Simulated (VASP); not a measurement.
# In3GaAs4 in VASP: further runs, part 2 of 3

VASP 6.6.1. Earlier steps stand in the parts before.

## (3) Single point, PBE

File INCAR:

```
SYSTEM = In3GaAs4
PREC     = Accurate       ! precision mode
ENCUT    = 520            ! plane-wave cutoff, eV
EDIFF    = 1E-6           ! SCF threshold, eV
ISMEAR   = 0              ! smearing method
SIGMA    = 0.2            ! smearing width, eV
LREAL    = .False.        ! projectors in reciprocal space
LASPH    = .True.         ! aspherical terms in the spheres
NELM     = 60             ! most SCF steps
ALGO     = Normal         ! electronic algorithm
ISIF     = 2              ! what is computed and relaxed
LWAVE    = .False.        ! write WAVECAR
LCHARG   = .True.         ! write CHGCAR
GGA      = PE             ! functional
LELF     = .True.         ! ELF
LVHAR    = .True.       
NBANDS   = 46             ! bands
```

File KPOINTS:

```
regular mesh
0
Gamma
  6 6 2
  0 0 0
```

File POSCAR:

```
In3GaAs4
1.0
    4.2879821391      0.0000000000      0.0000000000
   -2.1439910696      3.7135014635      0.0000000000
    0.0000000000      0.0000000000     14.1359335253
In Ga As
3 1 4
Direct
    0.3333333333      0.6666666667      0.0001577120
    0.6666666667      0.3333333333      0.2563330195
    0.6666666667      0.3333333333      0.7441357939
    0.3333333333      0.6666666667      0.5003654280
    0.3333333333      0.6666666667      0.1894369305
    0.3333333333      0.6666666667      0.6774749321
    0.6666666667      0.3333333333      0.4466508188
    0.6666666667      0.3333333333      0.9334453250
```

Potentials or basis: VASP PAW PBE potentials, release 64 (In_d, Ga_d, As).

Run with:

```console
$ cat potpaw_PBE.64/In_d/POTCAR potpaw_PBE.64/Ga_d/POTCAR potpaw_PBE.64/As/POTCAR > POTCAR
$ mpirun -np 1 vasp_std > vasp.out
```

OUTCAR:

```text
SYSTEM = In3GaAs4
   PREC = Accurate
   ENCUT = 520
   EDIFF = 1E-6
   ISMEAR = 0
   LREAL = .False.
   LASPH = .True.
   NELM = 60
   ISIF = 2
   GGA = PE

 ion  position               nearest neighbor table
   1  0.333  0.667  0.000-   8 2.65   8 2.65   8 2.65   5 2.68
   2  0.667  0.333  0.256-   5 2.65   5 2.65   5 2.65   7 2.69
   3  0.667  0.333  0.744-   6 2.65   6 2.65   6 2.65   8 2.68
   4  0.333  0.667  0.500-   6 2.50   7 2.59   7 2.59   7 2.59
   5  0.333  0.667  0.189-   2 2.65   2 2.65   2 2.65   1 2.68
   6  0.333  0.667  0.677-   4 2.50   3 2.65   3 2.65   3 2.65
   7  0.667  0.333  0.447-   4 2.59   4 2.59   4 2.59   2 2.69
   8  0.667  0.333  0.933-   1 2.65   1 2.65   1 2.65   3 2.68

  LATTYP: Found a hexagonal cell.
 ALAT       =     4.2879821391
 C/A-ratio  =     3.2966400201

  Lattice vectors:

 A1 = (   4.2879821391,   0.0000000000,   0.0000000000)
 A2 = (  -2.1439910696,   3.7135014635,   0.0000000000)
 A3 = (   0.0000000000,   0.0000000000,  14.1359335253)

Analysis of symmetry for initial positions (statically):
=====================================================================
 Subroutine PRICEL returns:
 Original cell was already a primitive cell.

 Routine SETGRP: Setting up the symmetry group for a
 hexagonal supercell.

 Subroutine GETGRP returns: Found  6 space group operations
 (whereof  6 operations were pure point group operations)
 out of a pool of 24 trial point group operations.

The static configuration has the point symmetry C_3v.

Analysis of symmetry for dynamics (positions and initial velocities):
=====================================================================
 Subroutine PRICEL returns:
 Original cell was already a primitive cell.

 Routine SETGRP: Setting up the symmetry group for a
 hexagonal supercell.

 Subroutine GETGRP returns: Found  6 space group operations
 (whereof  6 operations were pure point group operations)
 out of a pool of 24 trial point group operations.

[... 126 lines left out ...]
   GGA     = PE    functional components
   LHFCALC =     F    Hartree Fock is set to
   AEXX    =    0.0000 exact exchange contribution
   IVDW    =     0    specifies the selected vdW correction
   LEPSILON=     F    determine dielectric tensor
   LRPA    =     F    only Hartree local field effects (RPA)
 non-spin polarized calculation
 Gauss-broadening in eV      SIGMA  =   0.20
  energy-cutoff  :      520.00
  volume of cell :      225.09
 maximum number of plane-waves:      6096
 NGX is ok and might be reduce to    32
   NGX = 15   NGY = 15   NGZ = 53

 number of electron      72.0000011 magnetization

 Free energy of the ion-electron system (eV)
  ---------------------------------------------------
  ext. energy  EPLUGINS =         0.00000000
  ---------------------------------------------------
  free energy    TOTEN  =       -31.16104193 eV

  energy without entropy =      -31.15396272  energy(sigma->0) =      -31.15750232

 E-fermi :   3.9071     XC(G=0):  -8.9151

 val. band max:        3.8673424155   @ k =   0.0000   0.0000   0.0000
 cond. band min:       4.0476059133   @ k =   0.0000   0.0000   0.5000
 fundamental gap:      0.1802634978
 Fermi energy:         3.9071061519

 k-point     1 :       0.0000    0.0000    0.0000
  band No.  band energies     occupation
      1     -11.0097      2.00000
      2     -10.9662      2.00000
      3     -10.9662      2.00000
      4     -10.9274      2.00000
      5     -10.9274      2.00000
      6     -10.5951      2.00000
[... 675 lines left out ...]
     45       9.4540      0.00000
     46       9.6187      0.00000

------------------------ aborting loop because EDIFF is reached ----------------------------------------

  FORCE on cell =-STRESS in cart. coord.  units (eV):
  Direction    XX          YY          ZZ          XY          YZ          ZX
  --------------------------------------------------------------------------------------
  -------------------------------------------------------------------------------------
  Total        0.2287746      0.2287746      0.0494554     -0.0000000      0.0000000      0.0000000
  in kB        1.6283861      1.6283861      0.3520167     -0.0000000      0.0000000      0.0000000
  external PRESSURE =       1.2029296 kB  Pullay stress =       0.0000000 kB

 VOLUME and BASIS-vectors are now :
 -----------------------------------------------------------------------------
  energy-cutoff  :      520.00
  volume of cell :      225.09
      direct lattice vectors                 reciprocal lattice vectors
     4.287982139  0.000000000  0.000000000     0.233209927  0.134643814  0.000000000
    -2.143991070  3.713501464  0.000000000     0.000000000  0.269287628  0.000000000
     0.000000000  0.000000000 14.135933525     0.000000000  0.000000000  0.070741702

 POSITION                                       TOTAL-FORCE (eV/Angst)
 -----------------------------------------------------------------------------------
     -0.00000      2.47567      0.00223         0.000000     -0.000000      0.018956
      2.14399      1.23783      3.62351        -0.000000      0.000000      0.028387
      2.14399      1.23783     10.51905        -0.000000      0.000000      0.006188
     -0.00000      2.47567      7.07313        -0.000000     -0.000000     -0.035489
     -0.00000      2.47567      2.67787         0.000000      0.000000     -0.022525
     -0.00000      2.47567      9.57674         0.000000      0.000000      0.004897
      2.14399      1.23783      6.31383         0.000000      0.000000      0.011215
      2.14399      1.23783     13.19512         0.000000      0.000000     -0.011629
 -----------------------------------------------------------------------------------
    total drift:                                0.000002     -0.000001     -0.000211

  FREE ENERGIE OF THE ION-ELECTRON SYSTEM (eV)
  ---------------------------------------------------
  free  energy   TOTEN  =       -31.1610419320 eV

  energy  without entropy=      -31.1539627170  energy(sigma->0) =      -31.15750232
```

OSZICAR:

```text
N       E                     dE             d eps       ncg     rms          rms(c)
DAV:   1     0.690166953495E+03    0.69017E+03   -0.31986E+04  1300   0.184E+03
DAV:   2     0.736993907921E+02   -0.61647E+03   -0.59834E+03  1316   0.493E+02
DAV:   3    -0.257408106536E+02   -0.99440E+02   -0.97074E+02  1506   0.194E+02
DAV:   4    -0.318918074202E+02   -0.61510E+01   -0.61133E+01  1624   0.470E+01
DAV:   5    -0.321069340422E+02   -0.21513E+00   -0.21502E+00  1716   0.941E+00    0.856E+00
DAV:   6    -0.312202234773E+02    0.88671E+00   -0.17000E+00  1774   0.127E+01    0.438E+00
DAV:   7    -0.311605803748E+02    0.59643E-01   -0.89134E-01  1948   0.425E+00    0.116E+00
DAV:   8    -0.311585666625E+02    0.20137E-02   -0.12243E-01  1758   0.306E+00    0.632E-01
DAV:   9    -0.311594063986E+02   -0.83974E-03   -0.10759E-02  1748   0.103E+00    0.349E-01
DAV:  10    -0.311606276923E+02   -0.12213E-02   -0.27262E-03  1746   0.325E-01    0.111E-01
DAV:  11    -0.311610058709E+02   -0.37818E-03   -0.62032E-04  1480   0.201E-01    0.244E-02
DAV:  12    -0.311610182309E+02   -0.12360E-04   -0.59901E-05  2004   0.501E-02    0.353E-02
DAV:  13    -0.311610399827E+02   -0.21752E-04   -0.33129E-05  1380   0.247E-02    0.909E-03
DAV:  14    -0.311610412668E+02   -0.12841E-05   -0.98232E-07  1192   0.695E-03    0.272E-03
DAV:  15    -0.311610419320E+02   -0.66515E-06   -0.19508E-06  1072   0.596E-03
   1 F= -.31161042E+02 E0= -.31157502E+02  d E =-.707922E-02
```

stdout:

```text
POSCAR found type information on POSCAR InGaAs
 POSCAR found :  3 types and       8 ions
 scaLAPACK will be used
 LDA part: xc-table for (Slater+PW92), standard interpolation
 POSCAR, INCAR and KPOINTS ok, starting setup
 FFT: planning ... GRIDC
 FFT: planning ... GRID_SOFT
 FFT: planning ... GRID
 WAVECAR not read
 entering main loop
```

Run time: 98 s. Hardware: 1 thread of Intel Xeon 6975P-C (Granite Rapids), shared host; peak memory 0.4 GiB.

What came out:

* Free energy: -31.1610 eV
* Pressure: 0.1 GPa
* Largest force: 0.035 eV/Å
* Band gap on the k mesh: zero (filled and empty bands touch)

Forces on the atoms (eV/Å):
```
In   0.000  0.000  0.019
In   0.000  0.000  0.028
In   0.000  0.000  0.006
Ga   0.000  0.000 -0.035
As   0.000  0.000 -0.023
As   0.000  0.000  0.005
As   0.000  0.000  0.011
As   0.000  0.000 -0.012
```

Caveat: semilocal functionals underestimate gaps, and a narrow one can read as zero; spin-orbit coupling is left out, which moves the levels of the heavy elements.

## (4) Single point, PBE

This run uses another cell than the first one, of 23.82 Å³/atom.

File INCAR:

```
PREC     = Accurate       # precision mode
ENCUT    = 520            # plane-wave cutoff, eV
EDIFF    = 1E-7           # SCF threshold, eV
ISMEAR   = 0              # smearing method
SIGMA    = 0.1            # smearing width, eV
LREAL    = F              # projectors in reciprocal space
LASPH    = T              # aspherical terms in the spheres
NELM     = 60             # most SCF steps
ALGO     = Normal         # electronic algorithm
ISIF     = 2              # what is computed and relaxed
LWAVE    = F              # write WAVECAR
LCHARG   = T              # write CHGCAR
GGA      = PE             # functional
LELF     = T              # ELF
LVHAR    = T            
NBANDS   = 46             # bands
```

File KPOINTS:

```
regular mesh
0
Gamma
  6 6 2
```

File POSCAR:

```
In3GaAs4
1.0
    4.0556765900      0.0000000000      0.0000000000
   -2.0278383000      3.5123189600      0.0000000000
    0.0000000000      0.0000000000     13.3769998500
In Ga As
3 1 4
Direct
    0.3333333300      0.6666666700      0.9999920400
    0.6666666700      0.3333333300      0.2499920400
    0.6666666700      0.3333333300      0.7499920400
    0.3333333300      0.6666666700      0.4999920400
    0.3333333300      0.6666666700      0.1870079500
    0.3333333300      0.6666666700      0.6870079500
    0.6666666700      0.3333333300      0.4370079500
    0.6666666700      0.3333333300      0.9370079500
```

Run with:

```console
$ cat potpaw_PBE.64/In_d/POTCAR potpaw_PBE.64/Ga_d/POTCAR potpaw_PBE.64/As/POTCAR > POTCAR
$ mpirun -np 1 vasp_std > vasp.out
```

It took 1.8 min on 1 thread of Intel Xeon 6975P-C (Granite Rapids), shared host; peak memory 0.35 GiB.

Results (log left out):

- Free energy: -29.7503 eV
- Pressure: 13.2 GPa
- Largest force: 1.491 eV/Å
- Band gap on the k mesh: 0.33 eV

Forces in eV/Å, atoms in the order of the input:
```
In   0.000  0.000  0.097
In   0.000  0.000  0.095
In   0.000  0.000 -0.056
Ga   0.000  0.000  0.156
As   0.000  0.000 -0.087
As   0.000  0.000 -1.491
As   0.000  0.000  1.385
As   0.000  0.000 -0.099
```

Stress tensor (GPa, compression positive):
```
13.38  0.00  0.00
 0.00 13.38  0.00
 0.00  0.00 12.79
```

Levels at points of the mesh, in eV from the valence-band top:
| k point | band 34 | band 35 | band 36 | band 37 | band 38 | band 39 |
| --- | --- | --- | --- | --- | --- | --- |
| (0.00, 0.00, 0.00) | -0.19 | 0.00 | 0.00 | 0.33 | 0.96 | 1.47 |
| (0.50, 0.00, 0.00) | -2.20 | -2.14 | -1.27 | 1.14 | 1.48 | 1.54 |
| (0.00, 0.00, 0.50) | -0.30 | -0.18 | -0.18 | 0.79 | 1.23 | 1.73 |
| (0.50, 0.00, 0.50) | -2.00 | -1.60 | -1.56 | 1.12 | 1.51 | 1.62 |

Caveat: the cell stands under pressure; semilocal functionals underestimate gaps, and a narrow one can read as zero; spin-orbit coupling is left out, which moves the levels of the heavy elements; forces of over 1 eV/Å act on the atoms, so gaps and moduli don't describe the material at rest. A k mesh can miss the band edges.

(Continued in part 3 of 3.)

The gap in the log of VASP goes by the Fermi energy; the results here count the filled bands.